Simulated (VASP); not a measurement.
A run of VASP 6.6.1 is set up as follows.

File INCAR:

```
PREC     = Accurate       # precision mode
ENCUT    = 520            # plane-wave cutoff, eV
EDIFF    = 1E-6           # SCF threshold, eV
ISMEAR   = 0              # smearing method
SIGMA    = 0.05           # smearing width, eV
LREAL    = F              # projectors in reciprocal space
LASPH    = T              # aspherical terms in the spheres
NELM     = 80             # most SCF steps
ALGO     = Normal         # electronic algorithm
ISIF     = 2              # what is computed and relaxed
LWAVE    = F              # write WAVECAR
LCHARG   = F              # write CHGCAR
GGA      = PE             # functional
NBANDS   = 28             # bands
```

File KPOINTS:

```
Automatic mesh
0
Gamma
  8 8 8
```

Contents of POSCAR:

```
SrTiO3
1.0
    3.9364035669      0.0000000000      0.0000000000
    0.0000000000      3.9364035669      0.0000000000
    0.0000000000      0.0000000000      3.9364035669
Sr Ti O
1 1 3
Direct
    0.0000000000     -0.0224540869     -0.0224540869
    0.5000000000      0.5000000000      0.5000000000
    0.0000000000      0.5000000000      0.5000000000
    0.5000000000      0.0000000000      0.5000000000
    0.5000000000      0.5000000000      0.0000000000
```

Potentials or basis: VASP PAW PBE potentials, release 64 (Sr_sv, Ti_sv, O).

The run is started by

```sh
$ cat potpaw_PBE.64/Sr_sv/POTCAR potpaw_PBE.64/Ti_sv/POTCAR potpaw_PBE.64/O/POTCAR > POTCAR
$ mpirun -np 1 vasp_std > vasp.out
```

Q: Predict the band gap on the k mesh.

A: 1.80 eV (least direct gap 2.17 eV).

Q: Predict the largest force.

A: 0.443 eV/Å.

Q: Predict the pressure.

A: 1.0 GPa.

Forces in eV/Å, atoms in the order of the input:
```
Sr   0.000  0.313  0.313
Ti   0.000 -0.254 -0.254
O    0.000  0.017  0.017
O    0.000 -0.100  0.024
O    0.000  0.024 -0.100
```

Caveat: the cell differs from its parent crystal (all Sr atoms moved +0.125 Å, as atom 1 towards its neighbour atom 3 (O) at 2.783 Å). A k mesh can miss the band edges.
